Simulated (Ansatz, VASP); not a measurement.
Ba in VASP and in Ansatz

The input INCAR:

```
ALGO = Normal
EDIFF = 1E-6
ENCUT = 520
GGA = PS
ISIF = 2
ISMEAR = 1
LASPH = T
LCHARG = F
LREAL = F
LWAVE = F
NBANDS = 28
NELM = 80
PREC = Accurate
SIGMA = 0.05
```

The input KPOINTS:

```
k-points
0
Gamma
  4 4 4
```

Contents of POSCAR:

```
Ba
1.0
   -4.1311947500      4.1311947500      3.8367706500
    4.1311947500     -4.1311947500      3.8367706500
    4.1311947500      4.1311947500     -3.8367706500
Ba
4
Direct
    0.8181421100      0.6818578900      0.5000000000
    0.1818578900      0.3181421100      0.5000000000
    0.3181421100      0.8181421100      0.1362842200
    0.6818578900      0.1818578900      0.8637157800
```

Input for Ansatz:

```yaml
crystal:
  lattice:
    - [-4.13119475, 4.13119475, 3.83677065]
    - [4.13119475, -4.13119475, 3.83677065]
    - [4.13119475, 4.13119475, -3.83677065]
  atoms:
    - { symbol: Ba, position: [0.81814211, 0.68185789, 0.5] }
    - { symbol: Ba, position: [0.18185789, 0.31814211, 0.5] }
    - { symbol: Ba, position: [0.31814211, 0.81814211, 0.13628422] }
    - { symbol: Ba, position: [0.68185789, 0.18185789, 0.86371578] }
kpoints:
  mp_grid:
    grid: [4, 4, 4]
    shift: [0.0, 0.0, 0.0]
hamiltonian:
  xc: pbesol
scf:
  occupations:
    method: cold
    width: 0.05
output:
  stress: true
```

Alike in both runs: task single point; functional PBEsol; k mesh 4 × 4 × 4; no spin polarisation.

|  | VASP | Ansatz |
| --- | --- | --- |
| version | VASP 6.6.1 | Ansatz 0.2.0 |
| potentials or method | VASP PAW PBE potentials, release 64 (Ba_sv) | plane waves, PAW |
| plane-wave cutoff (eV) | 520 | 420 |
| occupations | methfessel-paxton of order 1, width 0.05 eV | cold, width 0.05 eV |
| valence electrons in the cell | 40 | 40 |

```csv
,VASP,Ansatz,Ansatz less VASP
pressure (GPa),-0.7,-0.7,-0.05
"traceless stress, the component that is largest in VASP (GPa)",-0.23,-0.22,+0.003
```

VASP's potentials were made for PBE, not for PBEsol.

Spin-orbit coupling is off throughout.
